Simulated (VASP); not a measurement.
# CsBr (Pm-3m) in VASP: G0W0 quasiparticle levels with PBEsol

Aim: the G0W0 quasiparticle levels of CsBr with PBEsol.

Program: VASP 6.6.1. These are calculated values, not measurements. Logs are shortened: lines on timing, memory, paths and dates and some standing lists are left out, and cuts for length are marked.

## 1. The cell of the first run

The structure is cubic, space group Pm-3m (No. 221). Conventional cell: a = 4.286 Å, b = 4.286 Å, c = 4.286 Å, α = 90.00°, β = 90.00°, γ = 90.00°. Within 4.9 Å of Cs (site symmetry m-3m) lie 8 Br at 3.71 Å and 6 Cs at 4.29 Å. Br (site symmetry m-3m) has 8 Cs at 3.71 Å and 6 Br at 4.29 Å within 4.9 Å.

## 2. G0W0 quasiparticle levels, PBEsol

POSCAR

```
CsBr
1.0
    4.2860000000      0.0000000000      0.0000000000
    0.0000000000      4.2860000000      0.0000000000
    0.0000000000      0.0000000000      4.2860000000
Cs Br
1 1
Direct
    0.0000000000      0.0000000000      0.0000000000
    0.5000000000      0.5000000000      0.5000000000
```

INCAR.step1

```
SYSTEM = CsBr
  ALGO = Normal
  EDIFF = 1E-8
  ENCUT = 500
  GGA = PS
  ISMEAR = 0
  LASPH = .True.
  LCHARG = .False.
  LREAL = .False.
  LWAVE = .True.
  NELM = 80
  PREC = Accurate
  SIGMA = 0.01
```

INCAR.step2

```
SYSTEM = CsBr
  ALGO = Exact
  EDIFF = 1E-8
  ENCUT = 500
  GGA = PS
  ISMEAR = 0
  ISTART = 1
  LASPH = .True.
  LCHARG = .False.
  LOPTICS = .True.
  LREAL = .False.
  LWAVE = .True.
  NBANDS = 108
  NELM = 1
  PREC = Accurate
  SIGMA = 0.01
```

INCAR.step3

```
SYSTEM = CsBr
  ALGO = EVGW0
  EDIFF = 1E-8
  ENCUT = 500
  ENCUTGW = 150.0
  GGA = PS
  ISMEAR = 0
  ISTART = 1
  LASPH = .True.
  LCHARG = .False.
  LREAL = .False.
  LWAVE = .False.
  NBANDS = 108
  NBANDSGW = 16
  NELMGW = 1
  NOMEGA = 96
  OMEGAMAX = 30
  PREC = Accurate
  PRECFOCK = Fast
  SIGMA = 0.01
```

KPOINTS

```
k-points
0
Gamma
  3 3 3
  0 0 0
```

Potentials or basis: VASP PAW PBE potentials, release 64 (Cs_sv_GW, Br_GW).

The run is started by

```
$ cat potpaw_PBE.64/Cs_sv_GW/POTCAR potpaw_PBE.64/Br_GW/POTCAR > POTCAR
$ cp INCAR.step1 INCAR
$ mpirun -np 1 vasp_std > vasp.out
$ cp INCAR.step2 INCAR
$ mpirun -np 1 vasp_std > vasp.out
$ cp INCAR.step3 INCAR
$ mpirun -np 1 vasp_std > vasp.out
```

OUTCAR:

```text
SYSTEM = CsBr
   EDIFF = 1E-8
   ENCUT = 500
   ENCUTGW = 150.0
   GGA = PS
   ISMEAR = 0
   ISTART = 1
   LASPH = .True.
   LREAL = .False.
   NELMGW = 1
   PREC = Accurate
   PRECFOCK = Fast

 ion  position               nearest neighbor table
   1  0.000  0.000  0.000-
   2  0.500  0.500  0.500-

  LATTYP: Found a simple cubic cell.
 ALAT       =     4.2860000000

  Lattice vectors:

 A1 = (   4.2860000000,   0.0000000000,   0.0000000000)
 A2 = (   0.0000000000,   4.2860000000,   0.0000000000)
 A3 = (   0.0000000000,   0.0000000000,   4.2860000000)

Analysis of symmetry for initial positions (statically):
=====================================================================
 Subroutine PRICEL returns:
 Original cell was already a primitive cell.

 Routine SETGRP: Setting up the symmetry group for a
 simple cubic supercell.

 Subroutine GETGRP returns: Found 48 space group operations
 (whereof 48 operations were pure point group operations)
 out of a pool of 48 trial point group operations.

The static configuration has the point symmetry O_h .

Analysis of symmetry for dynamics (positions and initial velocities):
=====================================================================
 Subroutine PRICEL returns:
 Original cell was already a primitive cell.

 Routine SETGRP: Setting up the symmetry group for a
 simple cubic supercell.

 Subroutine GETGRP returns: Found 48 space group operations
 (whereof 48 operations were pure point group operations)
 out of a pool of 48 trial point group operations.

The dynamic configuration has the point symmetry O_h .

 Subroutine INISYM returns: Found 48 space group operations
 (whereof 48 operations are pure point group operations),
 and found     1 'primitive' translations

----------------------------------------------------------------------------------------

                                     Primitive cell

  volume of cell :      78.7329

  direct lattice vectors                    reciprocal lattice vectors
     4.286000000  0.000000000  0.000000000     0.233317779  0.000000000  0.000000000
     0.000000000  4.286000000  0.000000000     0.000000000  0.233317779  0.000000000
     0.000000000  0.000000000  4.286000000     0.000000000  0.000000000  0.233317779

  length of vectors
     4.286000000  4.286000000  4.286000000     0.233317779  0.233317779  0.233317779

  position of ions in fractional coordinates (direct lattice)
     0.000000000  0.000000000  0.000000000
     0.500000000  0.500000000  0.500000000

  ion indices of the primitive-cell ions
   primitive index   ion index
                 1           1
                 2           2

----------------------------------------------------------------------------------------

 KPOINTS: k-points

Automatic generation of k-mesh.
 Grid dimensions read from file:
 generate k-points for:    3    3    3

 Generating k-lattice:

  Cartesian coordinates                     Fractional coordinates (reciprocal lattice)
     0.077772593  0.000000000  0.000000000     0.333333333  0.000000000  0.000000000
     0.000000000  0.077772593  0.000000000     0.000000000  0.333333333  0.000000000
     0.000000000  0.000000000  0.077772593     0.000000000  0.000000000  0.333333333

  Length of vectors
     0.077772593  0.077772593  0.077772593

  Shift w.r.t. Gamma in fractional coordinates (k-lattice)
     0.000000000  0.000000000  0.000000000

 Subroutine IBZKPT returns following result:
 ===========================================

 Found      4 irreducible k-points:

 Following reciprocal coordinates:
            Coordinates               Weight
  0.000000  0.000000  0.000000      1.000000
  0.333333  0.000000  0.000000      6.000000
  0.333333  0.333333  0.000000     12.000000
  0.333333  0.333333  0.333333      8.000000
   k-points           NKPTS =      4   k-points in BZ     NKDIM =     27   number of bands    NBANDS=    108
   number of dos      NEDOS =    301   number of ions     NIONS =      2
   total plane-waves  NPLWV =  32768
   dimension x,y,z NGX =    32 NGY =   32 NGZ =   32
   dimension x,y,z NGXF=    64 NGYF=   64 NGZF=   64
   ions per type =               1   1
   NGX,Y,Z   is equivalent  to a cutoff of  12.41, 12.41, 12.41 a.u.
   NGXF,Y,Z  is equivalent  to a cutoff of  24.82, 24.82, 24.82 a.u.
 SYSTEM =  CsBr
   PREC   = accura    normal or accurate (medium, high low for compatibility)
   ISTART =      1    job   : 0-new  1-cont  2-samecut
   ICHARG =      0    charge: 1-file 2-atom 10-const
   ISPIN  =      1    spin polarized calculation?
   LNONCOLLINEAR =      F non collinear calculations
   LSORBIT =      F    spin-orbit coupling
   LASPH  =      T    aspherical Exc in radial PAW
   ENCUT  =  500.0 eV  36.75 Ry    6.06 a.u.   7.81  7.81  7.81*2*pi/ulx,y,z
   NELM   =     60;   NELMIN=  2; NELMDL=  0     # of ELM steps
   EDIFF  = 0.1E-07   stopping-criterion for ELM
   LREAL  =      F    real-space projection
   EDIFFG = 0.1E-06   stopping-criterion for IOM
   NSW    =      0    number of steps for IOM
   IBRION =     -1    ionic relax: 0-MD 1-quasi-New 2-CG
   NFREE  =      0    steps in history (QN), initial steepest desc. (CG)
   ISIF   =      0    stress and relaxation
   ISYM   =      3    0-nonsym 1-usesym 2-fastsym
   POTIM  = 0.5000    time-step for ionic-motion
   TEBEG  =    0.0;   TEEND  =   0.0 temperature during run
   PSTRESS=    0.0 pullay stress
   NELECT =      16.0000    total number of electrons
   NUPDOWN=      -1.0000    fix difference up-down
   EMIN   =  10.00;   EMAX   =-10.00  energy-range for DOS
   EFERMI =   0.00;   METHOD = LEGACY
   ISMEAR =     0;   SIGMA  =   0.01  broadening in eV -4-tet -1-fermi 0-gaus
   EFERMI_NEDOS =   21; number of points for ismear=-14 and -15
   IALGO  =     38    algorithm
   IMIX   =      4    mixing-type and parameters
     AMIX     =   0.40;   BMIX     =  1.00
     AMIX_MAG =   1.60;   BMIX_MAG =  1.00
  volume/ion in A,a.u.               =      39.37       265.66
  Fermi-wavevector in a.u.,A,eV,Ry     =   0.962489  1.818841 12.604247  0.926386
  Thomas-Fermi vector in A             =   2.091953
   LORBIT       =      0    0 simple, 1 ext, 2 COOP (PROOUT), +10 PAW based schemes
   GGA     = PS    functional components
   LHFCALC =     T    Hartree Fock is set to
   PRECFOCK=fast      Normal, Fast or Accurate (Low or Medium for compatibility)
   ENCUT4O =  -1.0   cutoff for four orbital integrals eV
   NKREDX  =     1    reduce k-point grid by
   NKREDY  =     1    reduce k-point grid by
   NKREDZ  =     1    reduce k-point grid by
   AEXX    =    1.0000 exact exchange contribution
   HFSCREEN=    0.0000 screening length (either q_TF or 0.3 A-1)
   HFSCREENC=   0.0000 screening length for correlation (either q_TF or 0.3 A-1)
   ENCUTFOCK=  -1.0 apply spherical cutoff to Coloumb kernel
   IVDW    =     0    specifies the selected vdW correction
   LEPSILON=     F    determine dielectric tensor
   LRPA    =     F    only Hartree local field effects (RPA)
   LRPAFORCE           =     F    calculate RPA forces
   ENCUTGW             = 150.0    cutoff for response function in eV
   ENCUTGWSOFT         = 120.0    soft cutoff for Coulomb kernel in GW response function in eV
   ENCUTLF             =  -1.0    cutoff for local field effects
   NELMGW              =     1    number of iterations in solving QP/BSE equation
   NELMHF              =     1    number of iterations in the inner HF iteration
   NKREDLFX            =     1    NKREDLFY  =   1   NKREDLFZ  =   1
 non-spin polarized calculation
 Gauss-broadening in eV      SIGMA  =   0.01
  energy-cutoff  :      500.00
  volume of cell :       78.73
 maximum number of plane-waves:      2016
 NGX is ok and might be reduce to    32
  NGX = 18; NGY = 18; NGZ = 18
   NGX = 15   NGY = 15   NGZ = 15
 maximum number of plane-waves:       341
 NGX is ok and might be reduce to    18

 QP shifts <psi_nk| G(iteration)W_0 |psi_nk>: iteration 1
 for sc-GW calculations column KS-energies equals QP-energies in previous step
 and V_xc(KS)=  KS-energies - (<T + V_ion + V_H > + <T+V_H+V_ion>^1  + <V_x>^1)

 k-point   1 :       0.0000    0.0000    0.0000
  band No.  KS-energies  QP-energies   sigma(KS)   V_xc(KS)     V^pw_x(r,r')   Z            occupation Imag(sigma)

      1     -19.3516     -20.0396     -15.4145     -14.3630     -22.7642       0.6543       2.0000       1.1468
      2     -11.9883     -12.8675     -15.3532     -13.9974     -22.1159       0.6485       2.0000       1.0778
      3      -5.9297      -7.5856     -15.0992     -13.0214     -17.4957       0.7970       2.0000       0.0912
      4      -5.9297      -7.5856     -15.0992     -13.0214     -17.4957       0.7970       2.0000       0.0912
      5      -5.9297      -7.5856     -15.0992     -13.0214     -17.4957       0.7970       2.0000       0.0912
      6       0.3914      -0.9342     -14.3543     -12.6745     -16.4418       0.7891       2.0000       0.0758
[... 8 lines left out ...]
     15      12.4438      13.6330      -7.0339      -8.5026      -3.3494       0.8097       0.0000      -0.1513
     16      12.4438      13.6330      -7.0339      -8.5026      -3.3494       0.8097       0.0000      -0.1513

 k-point   2 :       0.3333    0.0000    0.0000
  band No.  KS-energies  QP-energies   sigma(KS)   V_xc(KS)     V^pw_x(r,r')   Z            occupation Imag(sigma)

      1     -19.3105     -20.0089     -15.4640     -14.4093     -22.7843       0.6621       2.0000       1.1289
      2     -12.0011     -12.8729     -15.3049     -13.9461     -22.0695       0.6416       2.0000       1.0613
      3      -6.2347      -7.9029     -14.8688     -12.7726     -17.2799       0.7959       2.0000       0.0952
      4      -5.8474      -7.4955     -15.1790     -13.1207     -17.5410       0.8007       2.0000       0.0849
      5      -5.8474      -7.4955     -15.1790     -13.1207     -17.5410       0.8007       2.0000       0.0849
      6      -0.6966      -2.1113     -13.1585     -11.3419     -15.2697       0.7787       2.0000       0.0881
[... 8 lines left out ...]
     15      10.0000      11.5393      -7.8289      -9.7397      -4.2522       0.8056       0.0000      -0.1002
     16      11.5691      12.8644      -7.1494      -8.7608      -3.3021       0.8038       0.0000      -0.1256

 k-point   3 :       0.3333    0.3333    0.0000
  band No.  KS-energies  QP-energies   sigma(KS)   V_xc(KS)     V^pw_x(r,r')   Z            occupation Imag(sigma)

      1     -19.2739     -19.9765     -15.5052     -14.4488     -22.8029       0.6651       2.0000       1.1172
      2     -11.9374     -12.8055     -15.3759     -14.0235     -22.1236       0.6419       2.0000       1.0441
      3      -6.3956      -8.1009     -14.6655     -12.5028     -17.1550       0.7885       2.0000       0.1113
      4      -6.2790      -7.9605     -14.8005     -12.6786     -17.2392       0.7924       2.0000       0.1004
      5      -5.7883      -7.4315     -15.2390     -13.1912     -17.5878       0.8024       2.0000       0.0823
      6      -0.4136      -1.8108     -13.5749     -11.7839     -15.6954       0.7801       2.0000       0.0841
[... 8 lines left out ...]
     15      10.5615      11.6857      -6.8521      -8.2471      -3.1095       0.8059       0.0000      -0.1165
     16      12.0078      13.3279      -6.8745      -8.5291      -2.8526       0.7978       0.0000      -0.1621

 k-point   4 :       0.3333    0.3333    0.3333
  band No.  KS-energies  QP-energies   sigma(KS)   V_xc(KS)     V^pw_x(r,r')   Z            occupation Imag(sigma)

      1     -19.2396     -19.9468     -15.5436     -14.4849     -22.8204       0.6680       2.0000       1.1067
      2     -11.8713     -12.7343     -15.4511     -14.1058     -22.1762       0.6415       2.0000       1.0224
      3      -6.2816      -7.9677     -14.7827     -12.6499     -17.2283       0.7906       2.0000       0.1013
      4      -6.2667      -7.9596     -14.8006     -12.6692     -17.2198       0.7943       2.0000       0.0949
      5      -6.2667      -7.9596     -14.8006     -12.6692     -17.2198       0.7943       2.0000       0.0949
      6      -0.4710      -1.8832     -13.4813     -11.6654     -15.6226       0.7777       2.0000       0.0855
[... 8 lines left out ...]
     15      12.6296      14.1226      -7.8890      -9.7737      -4.0246       0.7922       0.0000      -0.1607
     16      12.6296      14.1226      -7.8890      -9.7737      -4.0246       0.7922       0.0000      -0.1607
```

It took 3.2 min on 1 thread of Intel Xeon Platinum 8488C (Sapphire Rapids), shared host; peak memory 0.66 GiB.

Results:

- Quasiparticle gap: 6.58 eV
- Least direct quasiparticle gap: 6.58 eV
- Band gap of the starting levels on the mesh: 4.33 eV
- Least direct gap of the starting levels on the mesh: 4.33 eV

Caveat: the k points lie up to 0.49 Å⁻¹ apart; bands, screening cutoff and mesh are small and nothing is extrapolated, so the quasiparticle values aren't converged; spin-orbit coupling is left out, which moves the levels of the heavy elements.
